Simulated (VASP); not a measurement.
# BP in VASP: a series of runs, part 2 of 2

VASP 6.6.1.

**3. Single point, LDA (in-plane strain -0.02, then relaxed in part)**

Input file INCAR:

```
SYSTEM = BP
PREC     = Accurate       ! precision mode
ENCUT    = 520            ! plane-wave cutoff, eV
EDIFF    = 1E-7           ! SCF threshold, eV
ISMEAR   = 0              ! smearing method
SIGMA    = 0.01           ! smearing width, eV
LREAL    = .False.        ! projectors in reciprocal space
LASPH    = .True.         ! aspherical terms in the spheres
NELM     = 60             ! most SCF steps
ALGO     = Normal         ! electronic algorithm
ISIF     = 2              ! what is computed and relaxed
LWAVE    = .False.        ! write WAVECAR
LCHARG   = .True.         ! write CHGCAR
LELF     = .True.         ! ELF
LVHAR    = .True.       
NBANDS   = 11             ! bands
```

Input file KPOINTS:

```
regular mesh
0
Gamma
  8 8 8
  0 0 0
```

Input file POSCAR:

```
BP
1.0
    2.2004746913      2.2004746913      0.0000000000
   -2.2004746913      2.2004746913      0.0000000000
    0.0000000000      2.2004746913      2.2664692598
B P
1 1
Direct
    0.0000000000      0.0000000000      0.0000000000
    0.7500000000      0.2500000000      0.5000000000
```

Potentials or basis: VASP PAW LDA potentials, release 64 (B, P).

Launch:

```console
$ cat potpaw_LDA.64/B/POTCAR potpaw_LDA.64/P/POTCAR > POTCAR
$ mpirun -np 1 vasp_std > vasp.out
```

OUTCAR:

```text
SYSTEM = BP
   PREC = Accurate
   ENCUT = 520
   EDIFF = 1E-7
   ISMEAR = 0
   LREAL = .False.
   LASPH = .True.
   NELM = 60
   ISIF = 2

 ion  position               nearest neighbor table
   1  0.000  0.000  0.000-   2 1.92   2 1.92   2 1.92   2 1.92
   2  0.750  0.250  0.500-   1 1.92   1 1.92   1 1.92   1 1.92

  LATTYP: Found a body centered tetragonal cell.
 ALAT       =     3.1119411521
 C/A-ratio  =     1.4566273262

  Lattice vectors:

 A1 = (   2.2004746913,   0.0000000000,  -2.2664692598)
 A2 = (  -2.2004746913,   0.0000000000,  -2.2664692598)
 A3 = (   0.0000000000,   2.2004746913,   2.2664692598)

Analysis of symmetry for initial positions (statically):
=====================================================================
 Subroutine PRICEL returns:
 Original cell was already a primitive cell.

 Routine SETGRP: Setting up the symmetry group for a
 body centered tetragonal supercell.

 Subroutine GETGRP returns: Found  8 space group operations
 (whereof  8 operations were pure point group operations)
 out of a pool of 16 trial point group operations.

The static configuration has the point symmetry D_2d.

Analysis of symmetry for dynamics (positions and initial velocities):
[... 164 lines left out ...]
 Fermi energy:         8.4229062964

 k-point     1 :       0.0000    0.0000    0.0000
  band No.  band energies     occupation
      1      -7.7824      2.00000
      2       7.9646      2.00000
      3       8.2722      2.00000
      4       8.2722      2.00000
      5      11.6037      0.00000
      6      11.6037      0.00000
      7      11.7620      0.00000
      8      16.4926      0.00000
      9      19.8757      0.00000
     10      20.1093      0.00000
     11      20.9521      0.00000
[... 309 lines left out ...]
 k-point    24 :       0.3750    0.0000    0.1250
  band No.  band energies     occupation
      1      -5.9305      2.00000
      2       2.2442      2.00000
      3       4.7912      2.00000
      4       7.1932      2.00000
      5      12.9635      0.00000
      6      13.2629      0.00000
      7      13.9066      0.00000
      8      17.3123      0.00000
      9      18.2467      0.00000
     10      21.6885      0.00000
     11      23.5878      0.00000

 [... further k-points ...]
[... 5 lines left out ...]
  --------------------------------------------------------------------------------------
  -------------------------------------------------------------------------------------
  Total        1.1623828      1.1623828     -0.0202496      0.0000000      0.0000000     -0.0000000
  in kB       84.8490888     84.8490888     -1.4781368      0.0000000      0.0000000     -0.0000000
  external PRESSURE =      56.0733469 kB  Pullay stress =       0.0000000 kB

 VOLUME and BASIS-vectors are now :
 -----------------------------------------------------------------------------
  energy-cutoff  :      520.00
  volume of cell :       21.95
      direct lattice vectors                 reciprocal lattice vectors
     2.200474691  2.200474691  0.000000000     0.227223699  0.227223699 -0.220607448
    -2.200474691  2.200474691  0.000000000    -0.227223699  0.227223699 -0.220607448
     0.000000000  2.200474691  2.266469260     0.000000000  0.000000000  0.441214897

 POSITION                                       TOTAL-FORCE (eV/Angst)
 -----------------------------------------------------------------------------------
      0.00000      0.00000      0.00000         0.000000     -0.000000      0.000000
      1.10024      3.30071      1.13323        -0.000000      0.000000      0.000000
 -----------------------------------------------------------------------------------
    total drift:                                0.000000      0.000000      0.000000

  FREE ENERGIE OF THE ION-ELECTRON SYSTEM (eV)
  ---------------------------------------------------
  free  energy   TOTEN  =       -14.3739841477 eV

  energy  without entropy=      -14.3739841477  energy(sigma->0) =      -14.37398415
```

stdout:

```text
POSCAR found type information on POSCAR B P
 POSCAR found :  2 types and       2 ions
 scaLAPACK will be used
 LDA part: xc-table for (Slater(with rela. corr.)+CA(PZ))
 , standard interpolation
 POSCAR, INCAR and KPOINTS ok, starting setup
 FFT: planning ... GRIDC
 FFT: planning ... GRID_SOFT
 FFT: planning ... GRID
 WAVECAR not read
 entering main loop
```

Run time: 9 s. Hardware: 1 thread of AMD EPYC 7R13 (Zen 3), shared host; peak memory 0.1 GiB.

Results:

```
Free energy            : -14.3740 eV
Pressure               : 5.6 GPa
Band gap on the k mesh : 0.92 eV, indirect (least direct gap 3.33 eV)
```

Stress tensor (GPa, compression positive):
```
 8.48  0.00  0.00
 0.00  8.48  0.00
 0.00  0.00 -0.15
```

Caveat: the cell differs from its parent crystal (in-plane strain -0.02, then relaxed in part). A k mesh can miss the band edges.

**4. Single point, LDA (in-plane strain -0.02)**

Input file INCAR:

```
ALGO = Normal
EDIFF = 1E-7
ENCUT = 520
ISIF = 2
ISMEAR = 0
LASPH = T
LCHARG = T
LELF = T
LREAL = F
LVHAR = T
LWAVE = F
NBANDS = 11
NELM = 80
PREC = Accurate
SIGMA = 0.01
```

Input file KPOINTS:

```
k-points
0
Gamma
  8 8 8
```

POSCAR: that of step 3 with these lines changed.

```diff
@@ -4,3 +4,3 @@
    -2.2004746913      2.2004746913      0.0000000000
-    0.0000000000      2.2004746913      2.2664692598
+    0.0000000000      2.2004746913      2.2723269262
 B P
```

Launch:

```console
$ cat potpaw_LDA.64/B/POTCAR potpaw_LDA.64/P/POTCAR > POTCAR
$ mpirun -np 1 vasp_std > vasp.out
```

It took 9 s on 1 thread of AMD EPYC 7R13 (Zen 3), shared host; peak memory 0.1 GiB.

The run converged. Its results:

* Free energy: -14.3738 eV
* Pressure: 5.1 GPa
* Band gap on the k mesh: 0.91 eV, indirect (least direct gap 3.31 eV)

Stress tensor (GPa, compression positive):
```
 8.23  0.00  0.00
 0.00  8.23  0.00
 0.00  0.00 -1.17
```

Levels at points of the mesh, in eV from the valence-band top:
```
           k point  band 1  band 2  band 3  band 4  band 5  band 6  band 7  band 8  band 9
(0.00, 0.00, 0.00)  -16.04   -0.34    0.00    0.00    3.31    3.31    3.49    8.17   11.57
(0.50, 0.00, 0.00)  -12.47   -9.55   -2.15   -1.71    3.80    4.68    4.79   10.04   14.66
(0.50, 0.50, 0.00)  -10.78   -8.80   -4.58   -4.51    0.96    1.24   12.03   12.78   15.54
(0.00, 0.00, 0.50)  -11.12   -9.11   -4.19   -4.19    1.32    1.72   12.47   12.47   15.34
```

Caveat: the cell differs from its parent crystal (in-plane strain -0.02).

**5. Single point, LDA (film at in-plane strain -0.02)**

Input file INCAR:

```
ALGO = Normal
EDIFF = 1E-6
ENCUT = 520
GGA = CA
ISIF = 2
ISMEAR = 0
LASPH = T
LCHARG = F
LREAL = F
LWAVE = F
NBANDS = 11
NELM = 80
PREC = Accurate
SIGMA = 0.01
```

KPOINTS is that of step 4.

POSCAR: that of step 4 with these lines changed.

```diff
@@ -4,3 +4,3 @@
    -2.2004746913      2.2004746913      0.0000000000
-    0.0000000000      2.2004746913      2.2723269262
+    0.0000000000      2.2004746913      2.2664692598
 B P
```

Launch:

```console
$ cat potpaw_LDA.64/B/POTCAR potpaw_LDA.64/P/POTCAR > POTCAR
$ mpirun -np 1 vasp_std > vasp.out
```

Run time: 7.9 s. Hardware: 1 thread of AMD EPYC 7R13 (Zen 3), shared host; peak memory 0.1 GiB.

The run converged. Its results:

```
Free energy            : -14.3740 eV
Pressure               : 5.6 GPa
Band gap on the k mesh : 0.92 eV, indirect (least direct gap 3.33 eV)
```

Stress tensor (GPa, compression positive):
```
 8.49  0.00  0.00
 0.00  8.49  0.00
 0.00  0.00 -0.15
```

Levels at points of the mesh, in eV from the valence-band top:
| k point | band 2 | band 3 | band 4 | band 5 | band 6 | band 7 |
| --- | --- | --- | --- | --- | --- | --- |
| (0.00, 0.00, 0.00) | -0.31 | 0.00 | 0.00 | 3.33 | 3.33 | 3.49 |
| (0.50, 0.00, 0.00) | -9.56 | -2.13 | -1.72 | 3.85 | 4.68 | 4.79 |
| (0.50, 0.50, 0.00) | -8.81 | -4.57 | -4.50 | 0.97 | 1.26 | 12.10 |
| (0.00, 0.00, 0.50) | -9.10 | -4.21 | -4.21 | 1.31 | 1.70 | 12.50 |

Caveat: the cell differs from its parent crystal (film at in-plane strain -0.02).

**6. Overview**

| cell | gap on the mesh (eV) | pressure (GPa) |
| --- | --- | --- |
| a = 3.175 Å, angles 60.0, 60.0, 90.0°, 2 atoms | 1.18 | -0.1 |
| a = 3.112, b = 3.112, c = 3.159 Å, angles 60.5, 60.5, 90.0°, 2 atoms | 0.92 | 5.6 |
| a = 3.112, b = 3.112, c = 3.163 Å, angles 60.5, 60.5, 90.0°, 2 atoms | 0.91 | 5.1 |

Alike in all rows: task single point; level LDA; potentials or basis VASP PAW LDA potentials, release 64 (B, P); no spin polarisation; k mesh 8 × 8 × 8; cutoff (eV) 520; smearing gaussian 0.01 eV.

Total energies depend on the potentials used, so only differences within one code and one set of settings carry meaning.
